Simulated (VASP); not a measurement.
# RuS in VASP: notebook

Runs on RuS. Level: r2SCAN. Tasks: single point.

All numbers are computed with VASP 6.6.1; they aren't measurements. Logs are shortened: lines on timing, memory, paths and dates and some standing lists are left out, and cuts for length are marked.

### 1 The cell of the first run

Symmetry: Fm-3m, No. 225, cubic system. Conventional cell: a = 4.930 Å, b = 4.930 Å, c = 4.930 Å, α = 90.00°, β = 90.00°, γ = 90.00°. Ru (site symmetry m-3m) has 6 S at 2.46 Å within 3.3 Å. Within 3.3 Å of S (site symmetry m-3m) lie 6 Ru at 2.46 Å.

### 2 Single point, r2SCAN (14.98 Å³/atom)

Input file POSCAR:

```
RuS
1.0
    0.0000000000      2.4648588521      2.4648588521
    2.4648588521      0.0000000000      2.4648588521
    2.4648588521      2.4648588521      0.0000000000
Ru S
1 1
Direct
    0.5000000000      0.5000000000      0.5000000000
    0.0000000000      0.0000000000      0.0000000000
```

Input file INCAR.step1:

```
SYSTEM = RuS
  PREC = Accurate
  ENCUT = 520
  ISMEAR = 0
  SIGMA = 0.05
  LREAL = .False.
  LASPH = .True.
  NELM = 80
  NBANDS = 17
  GGA = PE
  ALGO = Normal
  EDIFF = 1E-4
  LWAVE = .True.
  LCHARG = .False.
```

Input file INCAR.step2:

```
SYSTEM = RuS
  PREC = Accurate
  ENCUT = 520
  EDIFF = 1E-7
  ISMEAR = 0
  SIGMA = 0.05
  LREAL = .False.
  LASPH = .True.
  NELM = 80
  ALGO = Normal
  ISIF = 2
  LWAVE = .False.
  LCHARG = .False.
  METAGGA = R2SCAN
  LMIXTAU = .True.
  NBANDS = 17
  ISTART = 1
```

Input file KPOINTS:

```
Automatic mesh
0
Gamma
  12 12 12
  0 0 0
```

Potentials or basis: VASP PAW PBE potentials, release 64 (Ru_pv, S).

Launch:

```bash
> cat potpaw_PBE.64/Ru_pv/POTCAR potpaw_PBE.64/S/POTCAR > POTCAR
> cp INCAR.step1 INCAR
> mpirun -np 1 vasp_std > vasp.out
> cp INCAR.step2 INCAR
> mpirun -np 1 vasp_std > vasp.out
```

OUTCAR:

```text
SYSTEM = RuS
   PREC = Accurate
   ENCUT = 520
   EDIFF = 1E-7
   ISMEAR = 0
   LREAL = .False.
   LASPH = .True.
   NELM = 80
   ISIF = 2
   METAGGA = R2SCAN
   ISTART = 1

 ion  position               nearest neighbor table
   1  0.500  0.500  0.500-   2 2.46   2 2.46   2 2.46   2 2.46   2 2.46   2 2.46
   2  0.000  0.000  0.000-   1 2.46   1 2.46   1 2.46   1 2.46   1 2.46   1 2.46

  LATTYP: Found a face centered cubic cell.
 ALAT       =     4.9297177042

  Lattice vectors:

 A1 = (   0.0000000000,   2.4648588521,   2.4648588521)
 A2 = (   2.4648588521,   0.0000000000,   2.4648588521)
 A3 = (   2.4648588521,   2.4648588521,   0.0000000000)

Analysis of symmetry for initial positions (statically):
=====================================================================
 Subroutine PRICEL returns:
 Original cell was already a primitive cell.

 Routine SETGRP: Setting up the symmetry group for a
 face centered cubic supercell.

 Subroutine GETGRP returns: Found 48 space group operations
 (whereof 48 operations were pure point group operations)
 out of a pool of 48 trial point group operations.

The static configuration has the point symmetry O_h .

Analysis of symmetry for dynamics (positions and initial velocities):
=====================================================================
 Subroutine PRICEL returns:
 Original cell was already a primitive cell.

 Routine SETGRP: Setting up the symmetry group for a
 face centered cubic supercell.

 Subroutine GETGRP returns: Found 48 space group operations
 (whereof 48 operations were pure point group operations)
 out of a pool of 48 trial point group operations.

The dynamic configuration has the point symmetry O_h .

 Subroutine INISYM returns: Found 48 space group operations
 (whereof 48 operations are pure point group operations),
 and found     1 'primitive' translations

----------------------------------------------------------------------------------------

                                     Primitive cell

  volume of cell :      29.9506

  direct lattice vectors                    reciprocal lattice vectors
     0.000000000  2.464858852  2.464858852    -0.202851372  0.202851372  0.202851372
     2.464858852  0.000000000  2.464858852     0.202851372 -0.202851372  0.202851372
     2.464858852  2.464858852  0.000000000     0.202851372  0.202851372 -0.202851372

  length of vectors
     3.485836818  3.485836818  3.485836818     0.351348883  0.351348883  0.351348883

  position of ions in fractional coordinates (direct lattice)
     0.500000000  0.500000000  0.500000000
     0.000000000  0.000000000  0.000000000

  ion indices of the primitive-cell ions
   primitive index   ion index
                 1           1
                 2           2

----------------------------------------------------------------------------------------

 KPOINTS: Automatic mesh

Automatic generation of k-mesh.
 Grid dimensions read from file:
 generate k-points for:   12   12   12

 Generating k-lattice:

  Cartesian coordinates                     Fractional coordinates (reciprocal lattice)
    -0.016904281  0.016904281  0.016904281     0.083333333  0.000000000  0.000000000
     0.016904281 -0.016904281  0.016904281     0.000000000  0.083333333  0.000000000
     0.016904281  0.016904281 -0.016904281     0.000000000  0.000000000  0.083333333

  Length of vectors
     0.029279074  0.029279074  0.029279074

  Shift w.r.t. Gamma in fractional coordinates (k-lattice)
     0.000000000  0.000000000  0.000000000

 Subroutine IBZKPT returns following result:
 ===========================================

 Found     72 irreducible k-points:

 Following reciprocal coordinates:
            Coordinates               Weight
  0.000000  0.000000  0.000000      1.000000
  0.083333  0.000000  0.000000      8.000000
  0.166667  0.000000  0.000000      8.000000
  0.250000  0.000000  0.000000      8.000000
  0.333333  0.000000  0.000000      8.000000
  0.416667  0.000000  0.000000      8.000000
[... 16 lines left out ...]
  0.500000  0.166667  0.000000     24.000000
 -0.416667  0.166667  0.000000     24.000000
 [... further k-points ...]
   k-points           NKPTS =     72   k-points in BZ     NKDIM =     72   number of bands    NBANDS=     17
   number of dos      NEDOS =    301   number of ions     NIONS =      2
   total plane-waves  NPLWV =  21952
   dimension x,y,z NGX =    28 NGY =   28 NGZ =   28
   dimension x,y,z NGXF=    56 NGYF=   56 NGZF=   56
   ions per type =               1   1
   NGX,Y,Z   is equivalent  to a cutoff of  13.35, 13.35, 13.35 a.u.
   NGXF,Y,Z  is equivalent  to a cutoff of  26.71, 26.71, 26.71 a.u.
 SYSTEM =  RuS
   PREC   = accura    normal or accurate (medium, high low for compatibility)
   ISTART =      1    job   : 0-new  1-cont  2-samecut
   ICHARG =      0    charge: 1-file 2-atom 10-const
   ISPIN  =      1    spin polarized calculation?
   LNONCOLLINEAR =      F non collinear calculations
   LSORBIT =      F    spin-orbit coupling
   LASPH  =      T    aspherical Exc in radial PAW
   ENCUT  =  520.0 eV  38.22 Ry    6.18 a.u.   6.48  6.48  6.48*2*pi/ulx,y,z
   NELM   =     80;   NELMIN=  2; NELMDL=  0     # of ELM steps
   EDIFF  = 0.1E-06   stopping-criterion for ELM
   LREAL  =      F    real-space projection
   EDIFFG = 0.1E-05   stopping-criterion for IOM
   NSW    =      0    number of steps for IOM
   IBRION =     -1    ionic relax: 0-MD 1-quasi-New 2-CG
   NFREE  =      0    steps in history (QN), initial steepest desc. (CG)
   ISIF   =      2    stress and relaxation
   ISYM   =      2    0-nonsym 1-usesym 2-fastsym
   POTIM  = 0.5000    time-step for ionic-motion
   TEBEG  =    0.0;   TEEND  =   0.0 temperature during run
   PSTRESS=    0.0 pullay stress
   NELECT =      20.0000    total number of electrons
   NUPDOWN=      -1.0000    fix difference up-down
   EMIN   =  10.00;   EMAX   =-10.00  energy-range for DOS
   EFERMI =   0.00;   METHOD = LEGACY
   ISMEAR =     0;   SIGMA  =   0.05  broadening in eV -4-tet -1-fermi 0-gaus
   EFERMI_NEDOS =   21; number of points for ismear=-14 and -15
   IALGO  =     38    algorithm
   IMIX   =      4    mixing-type and parameters
     AMIX     =   0.40;   BMIX     =  1.00
     AMIX_MAG =   1.60;   BMIX_MAG =  1.00
  volume/ion in A,a.u.               =      14.98       101.06
  Fermi-wavevector in a.u.,A,eV,Ry     =   1.430922  2.704051 27.858462  2.047539
  Thomas-Fermi vector in A             =   2.550715
   LORBIT       =      0    0 simple, 1 ext, 2 COOP (PROOUT), +10 PAW based schemes
   METAGGA = R2SCAN    functional components
   LHFCALC =     F    Hartree Fock is set to
   AEXX    =    0.0000 exact exchange contribution
   IVDW    =     0    specifies the selected vdW correction
   LEPSILON=     F    determine dielectric tensor
   LRPA    =     F    only Hartree local field effects (RPA)
 non-spin polarized calculation
 Gauss-broadening in eV      SIGMA  =   0.05
  energy-cutoff  :      520.00
  volume of cell :       29.95
 maximum number of plane-waves:       869
 NGX is ok and might be reduce to    28
   NGX = 13   NGY = 13   NGZ = 13

 number of electron      19.9999996 magnetization

 Free energy of the ion-electron system (eV)
  ---------------------------------------------------
  ext. energy  EPLUGINS =         0.00000000
  ---------------------------------------------------
  free energy    TOTEN  =       -32.96512736 eV

  energy without entropy =      -32.95830651  energy(sigma->0) =      -32.96171693

 E-fermi :   9.8606     XC(G=0): -13.0196

 val. band max:        9.8511146054   @ k =  -0.4167   0.0833   0.0000
 cond. band min:       9.8894902071   @ k =   0.3333   0.2500   0.0833
 fundamental gap:      0.0383756017
 Fermi energy:         9.8605972387

 k-point     1 :       0.0000    0.0000    0.0000
  band No.  band energies     occupation
      1     -33.6553      2.00000
      2     -33.6552      2.00000
      3     -33.6552      2.00000
      4      -6.3982      2.00000
      5       7.4704      2.00000
      6       7.4704      2.00000
[... 9 lines left out ...]
     16      22.4901      0.00000
     17      22.4901      0.00000

 k-point     2 :       0.0833    0.0000    0.0000
  band No.  band energies     occupation
      1     -33.6611      2.00000
      2     -33.6559      2.00000
      3     -33.6559      2.00000
      4      -6.3011      2.00000
      5       6.5991      2.00000
      6       6.6492      2.00000
[... 9 lines left out ...]
     16      22.3011      0.00000
     17      22.3011      0.00000

 k-point     3 :       0.1667    0.0000    0.0000
  band No.  band energies     occupation
      1     -33.6771      2.00000
      2     -33.6579      2.00000
      3     -33.6579      2.00000
      4      -6.0219      2.00000
      5       5.3653      2.00000
      6       5.7370      2.00000
[... 9 lines left out ...]
     16      21.6038      0.00000
     17      21.6038      0.00000

 k-point     4 :       0.2500    0.0000    0.0000
  band No.  band energies     occupation
      1     -33.6990      2.00000
      2     -33.6605      2.00000
      3     -33.6605      2.00000
      4      -5.5989      2.00000
      5       4.0778      2.00000
      6       5.0057      2.00000
[... 9 lines left out ...]
     16      20.3792      0.00000
     17      20.3792      0.00000

 k-point     5 :       0.3333    0.0000    0.0000
  band No.  band energies     occupation
      1     -33.7207      2.00000
      2     -33.6631      2.00000
      3     -33.6631      2.00000
      4      -5.1084      2.00000
      5       2.9268      2.00000
      6       4.4731      2.00000
[... 9 lines left out ...]
     16      20.1859      0.00000
     17      21.0518      0.00000

 k-point     6 :       0.4167    0.0000    0.0000
  band No.  band energies     occupation
      1     -33.7366      2.00000
      2     -33.6650      2.00000
      3     -33.6650      2.00000
      4      -4.6837      2.00000
      5       2.0951      2.00000
      6       4.1496      2.00000
[... 9 lines left out ...]
     16      20.1865      0.00000
     17      22.5788      0.00000

 k-point     7 :       0.5000    0.0000    0.0000
  band No.  band energies     occupation
      1     -33.7423      2.00000
      2     -33.6657      2.00000
      3     -33.6657      2.00000
      4      -4.5079      2.00000
      5       1.7824      2.00000
      6       4.0412      2.00000
[... 9 lines left out ...]
     16      20.1865      0.00000
     17      23.3184      0.00000

 k-point     8 :       0.0833    0.0833    0.0000
  band No.  band energies     occupation
      1     -33.6607      2.00000
      2     -33.6573      2.00000
      3     -33.6573      2.00000
      4      -6.2710      2.00000
      5       5.9948      2.00000
      6       6.8583      2.00000
[... 9 lines left out ...]
     16      22.0146      0.00000
     17      22.0146      0.00000
[... 203 lines left out ...]
      1     -33.6754      2.00000
      2     -33.6630      2.00000
      3     -33.6630      2.00000
      4      -5.9326      2.00000
      5       4.4798      2.00000
      6       6.3614      2.00000
[... 9 lines left out ...]
     16      21.0861      0.00000
     17      21.2445      0.00000

 k-point    20 :       0.2500    0.1667    0.0000
  band No.  band energies     occupation
      1     -33.6893      2.00000
      2     -33.6666      2.00000
      3     -33.6657      2.00000
      4      -5.6619      2.00000
      5       3.8554      2.00000
      6       5.7484      2.00000
[... 9 lines left out ...]
     16      20.1873      0.00000
     17      20.8660      0.00000

 k-point    21 :       0.3333    0.1667    0.0000
  band No.  band energies     occupation
      1     -33.7071      2.00000
      2     -33.6696      2.00000
      3     -33.6691      2.00000
      4      -5.2949      2.00000
      5       3.2871      2.00000
      6       4.9215      2.00000
[... 9 lines left out ...]
     16      20.1959      0.00000
     17      20.3610      0.00000

 k-point    22 :       0.4167    0.1667    0.0000
  band No.  band energies     occupation
      1     -33.7230      2.00000
      2     -33.6735      2.00000
      3     -33.6712      2.00000
      4      -4.9128      2.00000
      5       2.7652      2.00000
      6       4.3043      2.00000
[... 9 lines left out ...]
     16      20.1865      0.00000
     17      20.5483      0.00000

 k-point    23 :       0.5000    0.1667    0.0000
  band No.  band energies     occupation
      1     -33.7326      2.00000
      2     -33.6778      2.00000
      3     -33.6709      2.00000
      4      -4.6317      2.00000
      5       2.3611      2.00000
      6       4.0305      2.00000
[... 9 lines left out ...]
     16      20.1864      0.00000
     17      20.7503      0.00000

 k-point    24 :      -0.4167    0.1667    0.0000
  band No.  band energies     occupation
      1     -33.7335      2.00000
      2     -33.6807      2.00000
      3     -33.6690      2.00000
      4      -4.5687      2.00000
      5       2.2473      2.00000
      6       4.0654      2.00000
[... 9 lines left out ...]
     16      20.1862      0.00000
     17      20.8897      0.00000

 [... further k-points ...]
[... 5 lines left out ...]
  --------------------------------------------------------------------------------------
  -------------------------------------------------------------------------------------
  Total       -0.5599498     -0.5599498     -0.5599498     -0.0000000     -0.0000000      0.0000000
  in kB      -29.9539099    -29.9539099    -29.9539099     -0.0000000     -0.0000000      0.0000000
  external PRESSURE =     -29.9539099 kB  Pullay stress =       0.0000000 kB

 VOLUME and BASIS-vectors are now :
 -----------------------------------------------------------------------------
  energy-cutoff  :      520.00
  volume of cell :       29.95
      direct lattice vectors                 reciprocal lattice vectors
     0.000000000  2.464858852  2.464858852    -0.202851372  0.202851372  0.202851372
     2.464858852  0.000000000  2.464858852     0.202851372 -0.202851372  0.202851372
     2.464858852  2.464858852  0.000000000     0.202851372  0.202851372 -0.202851372

 POSITION                                       TOTAL-FORCE (eV/Angst)
 -----------------------------------------------------------------------------------
      2.46486      2.46486      2.46486         0.000000      0.000000      0.000000
      0.00000      0.00000      0.00000        -0.000000     -0.000000     -0.000000
 -----------------------------------------------------------------------------------
    total drift:                                0.000000      0.000000      0.000000

  FREE ENERGIE OF THE ION-ELECTRON SYSTEM (eV)
  ---------------------------------------------------
  free  energy   TOTEN  =       -32.9651273567 eV

  energy  without entropy=      -32.9583065087  energy(sigma->0) =      -32.96171693
```

Run time: 3.4 min. Hardware: 1 thread of Intel Xeon Platinum 8259CL at 2.50GHz (Skylake/Cascade Lake), shared host; peak memory 0.19 GiB.

Results:

- Free energy: -32.9651 eV
- Pressure: -3.0 GPa
- Band gap on the k mesh: zero (bands 10 and 11 overlap by 2.16 eV)

Levels at points of the mesh, in eV from the Fermi level:
```tsv
k point	band 6	band 7	band 8	band 9	band 10	band 11	band 12	band 13	band 14	band 15
(0.00, 0.00, 0.00)	-2.39	-2.39	-2.17	-2.17	-2.17	-2.03	-2.03	4.98	10.33	11.37
(0.50, 0.00, 0.00)	-5.82	-5.82	-0.65	-0.65	0.12	4.16	4.43	4.43	7.52	7.52
(0.50, 0.50, 0.00)	-3.80	-3.74	-3.74	-1.25	-0.19	-0.19	1.17	3.74	10.20	10.33
```

Caveat: the PAW data sets were made with another functional, which shifts forces and pressure a little.

(Continued in part 2 of 2.)

The gap in the log of VASP goes by the Fermi energy; the results here count the filled bands.